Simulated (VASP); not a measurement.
# TiO2 (P-3m1) in VASP: further runs

Runs on TiO2. Level: LDA. Tasks: single point.

All numbers are computed with VASP 6.6.1; they aren't measurements. Logs are shortened: lines on timing, memory, paths and dates and some standing lists are left out, and cuts for length are marked.

**1. The cell of the first run**

Symmetry: P-3m1, No. 164, trigonal system. Conventional cell: a = 2.870 Å, b = 2.870 Å, c = 3.895 Å, α = 90.00°, β = 90.00°, γ = 120.00°. Ti (site symmetry -3m) has 6 O at 1.91 Å within 2.5 Å. Within 2.5 Å of O (site symmetry 3m) lie 3 Ti at 1.91 Å.

**2. Single point, LDA**

The input, INCAR:

```
SYSTEM = TiO2
PREC = Accurate
ENCUT = 520
EDIFF = 1E-6
ISMEAR = 1
SIGMA = 0.02
LREAL = .FALSE.
LASPH = .TRUE.
NELM = 80
ALGO = Normal
ISIF = 2
LWAVE = .FALSE.
LCHARG = .FALSE.
GGA = CA
NBANDS = 19
```

The input, KPOINTS:

```
regular mesh
0
G
  9 9 5
  0 0 0
```

The input, POSCAR:

```
TiO2
1.0
    2.8699926292      0.0000000000      0.0000000000
   -1.4349963146      2.4854865255      0.0000000000
    0.0000000000      0.0000000000      3.8954396975
Ti O
1 2
Direct
    0.0000000000      0.0000000000      0.0000000000
    0.3333333333      0.6666666667      0.2449062989
    0.6666666667      0.3333333333      0.7550937011
```

Potentials or basis: VASP PAW LDA potentials, release 64 (Ti_sv, O).

On the command line:

```
> cat potpaw_LDA.64/Ti_sv/POTCAR potpaw_LDA.64/O/POTCAR > POTCAR
> mpirun -np 1 vasp_std > vasp.out
```

OUTCAR:

```text
SYSTEM = TiO2
   PREC = Accurate
   ENCUT = 520
   EDIFF = 1E-6
   ISMEAR = 1
   LREAL = .FALSE.
   LASPH = .TRUE.
   NELM = 80
   ISIF = 2
   GGA = CA

 ion  position               nearest neighbor table
   1  0.000  0.000  0.000-   2 1.91   3 1.91   2 1.91   3 1.91   3 1.91   2 1.91
   2  0.333  0.667  0.245-   1 1.91   1 1.91   1 1.91
   3  0.667  0.333  0.755-   1 1.91   1 1.91   1 1.91

  LATTYP: Found a hexagonal cell.
 ALAT       =     2.8699926292
 C/A-ratio  =     1.3572995477

  Lattice vectors:

 A1 = (   2.8699926292,   0.0000000000,   0.0000000000)
 A2 = (  -1.4349963146,   2.4854865255,   0.0000000000)
 A3 = (   0.0000000000,   0.0000000000,   3.8954396975)

Analysis of symmetry for initial positions (statically):
=====================================================================
 Subroutine PRICEL returns:
 Original cell was already a primitive cell.

 Routine SETGRP: Setting up the symmetry group for a
 hexagonal supercell.

 Subroutine GETGRP returns: Found 12 space group operations
 (whereof 12 operations were pure point group operations)
 out of a pool of 24 trial point group operations.

The static configuration has the point symmetry D_3d.

Analysis of symmetry for dynamics (positions and initial velocities):
=====================================================================
 Subroutine PRICEL returns:
 Original cell was already a primitive cell.

 Routine SETGRP: Setting up the symmetry group for a
 hexagonal supercell.

 Subroutine GETGRP returns: Found 12 space group operations
 (whereof 12 operations were pure point group operations)
 out of a pool of 24 trial point group operations.

The dynamic configuration has the point symmetry D_3d.

 Subroutine INISYM returns: Found 12 space group operations
 (whereof 12 operations are pure point group operations),
 and found     1 'primitive' translations

----------------------------------------------------------------------------------------

                                     Primitive cell

  volume of cell :      27.7874

  direct lattice vectors                    reciprocal lattice vectors
     2.869992629  0.000000000  0.000000000     0.348432951  0.201167858  0.000000000
    -1.434996315  2.485486525  0.000000000     0.000000000  0.402335716  0.000000000
     0.000000000  0.000000000  3.895439698     0.000000000  0.000000000  0.256710430

  length of vectors
     2.869992629  2.869992629  3.895439698     0.402335716  0.402335716  0.256710430

  position of ions in fractional coordinates (direct lattice)
[... 77 lines left out ...]
   LSORBIT =      F    spin-orbit coupling
   LASPH  =      T    aspherical Exc in radial PAW
   ENCUT  =  520.0 eV  38.22 Ry    6.18 a.u.   5.34  5.34  7.24*2*pi/ulx,y,z
   NELM   =     80;   NELMIN=  2; NELMDL= -5     # of ELM steps
   EDIFF  = 0.1E-05   stopping-criterion for ELM
   LREAL  =      F    real-space projection
   EDIFFG = 0.1E-04   stopping-criterion for IOM
   NSW    =      0    number of steps for IOM
   IBRION =     -1    ionic relax: 0-MD 1-quasi-New 2-CG
   NFREE  =      0    steps in history (QN), initial steepest desc. (CG)
   ISIF   =      2    stress and relaxation
   ISYM   =      2    0-nonsym 1-usesym 2-fastsym
   POTIM  = 0.5000    time-step for ionic-motion
   TEBEG  =    0.0;   TEEND  =   0.0 temperature during run
   PSTRESS=    0.0 pullay stress
   NELECT =      24.0000    total number of electrons
   NUPDOWN=      -1.0000    fix difference up-down
   EMIN   =  10.00;   EMAX   =-10.00  energy-range for DOS
   EFERMI =   0.00;   METHOD = LEGACY
   ISMEAR =     1;   SIGMA  =   0.02  broadening in eV -4-tet -1-fermi 0-gaus
   EFERMI_NEDOS =   21; number of points for ismear=-14 and -15
   IALGO  =     38    algorithm
   IMIX   =      4    mixing-type and parameters
     AMIX     =   0.40;   BMIX     =  1.00
     AMIX_MAG =   1.60;   BMIX_MAG =  1.00
  volume/ion in A,a.u.               =       9.26        62.51
  Fermi-wavevector in a.u.,A,eV,Ry     =   1.559058  2.946193 33.071174  2.430663
  Thomas-Fermi vector in A             =   2.662472
   LORBIT       =      0    0 simple, 1 ext, 2 COOP (PROOUT), +10 PAW based schemes
   GGA     = CA    functional components
   LHFCALC =     F    Hartree Fock is set to
   AEXX    =    0.0000 exact exchange contribution
   IVDW    =     0    specifies the selected vdW correction
   LEPSILON=     F    determine dielectric tensor
   LRPA    =     F    only Hartree local field effects (RPA)
 non-spin polarized calculation
 Methfessel and Paxton  Order N= 1 SIGMA  =   0.02
  energy-cutoff  :      520.00
  volume of cell :       27.79
 maximum number of plane-waves:       770
 NGX is ok and might be reduce to    24
   NGX = 11   NGY = 11   NGZ = 15

 number of electron      23.9999998 magnetization

 Free energy of the ion-electron system (eV)
  ---------------------------------------------------
  ext. energy  EPLUGINS =         0.00000000
  ---------------------------------------------------
  free energy    TOTEN  =       -28.62237599 eV

  energy without entropy =      -28.62237599  energy(sigma->0) =      -28.62237599

 E-fermi :   6.0364     XC(G=0): -12.6350

 val. band max:        5.9400743618   @ k =   0.0000   0.0000   0.0000
 cond. band min:       8.0601664550   @ k =   0.0000   0.0000   0.4000
 fundamental gap:      2.1200920932
 Fermi energy:         6.0364057075

 k-point     1 :       0.0000    0.0000    0.0000
  band No.  band energies     occupation
      1     -50.0831      2.00000
      2     -26.7957      2.00000
      3     -26.4068      2.00000
      4     -26.4068      2.00000
      5     -12.7800      2.00000
      6      -9.7978      2.00000
[... 505 lines left out ...]
      6     -10.5475      2.00000
[... 11 lines left out ...]
     18      18.0417      0.00000
     19      19.9991      0.00000

 [... further k-points ...]
[... 5 lines left out ...]
  --------------------------------------------------------------------------------------
  -------------------------------------------------------------------------------------
  Total        3.8119344      3.8119344      3.6341740      0.0000000      0.0000000      0.0000000
  in kB      219.7896922    219.7896921    209.5403257      0.0000000      0.0000000      0.0000000
  external PRESSURE =     216.3732367 kB  Pullay stress =       0.0000000 kB

 VOLUME and BASIS-vectors are now :
 -----------------------------------------------------------------------------
  energy-cutoff  :      520.00
  volume of cell :       27.79
      direct lattice vectors                 reciprocal lattice vectors
     2.869992629  0.000000000  0.000000000     0.348432951  0.201167858  0.000000000
    -1.434996315  2.485486525  0.000000000     0.000000000  0.402335716  0.000000000
     0.000000000  0.000000000  3.895439698     0.000000000  0.000000000  0.256710430

 POSITION                                       TOTAL-FORCE (eV/Angst)
 -----------------------------------------------------------------------------------
      0.00000      0.00000      0.00000        -0.000000     -0.000000      0.000000
     -0.00000      1.65699      0.95402         0.000000      0.000000      0.123903
      1.43500      0.82850      2.94142        -0.000000     -0.000000     -0.123903
 -----------------------------------------------------------------------------------
    total drift:                                0.000000     -0.000000      0.000000

  FREE ENERGIE OF THE ION-ELECTRON SYSTEM (eV)
  ---------------------------------------------------
  free  energy   TOTEN  =       -28.6223759924 eV

  energy  without entropy=      -28.6223759924  energy(sigma->0) =      -28.62237599
```

Wall time 11 s (1 thread of AMD EPYC 9R45 (Zen 5), shared host); peak memory 0.12 GiB.

Results:

| Quantity | Value |
| --- | --- |
| Free energy | -28.6224 eV |
| Pressure | 21.6 GPa |
| Largest force | 0.124 eV/Å |
| Band gap on the k mesh | 2.12 eV, indirect (least direct gap 2.22 eV) |

Forces in eV/Å, atoms in the order of the input:
```
Ti   0.000  0.000  0.000
O    0.000  0.000  0.124
O    0.000  0.000 -0.124
```

A k mesh can miss the band edges. A hybrid or GW would open this gap; LDA tends to underestimate it.

[end of part 1 of 2]
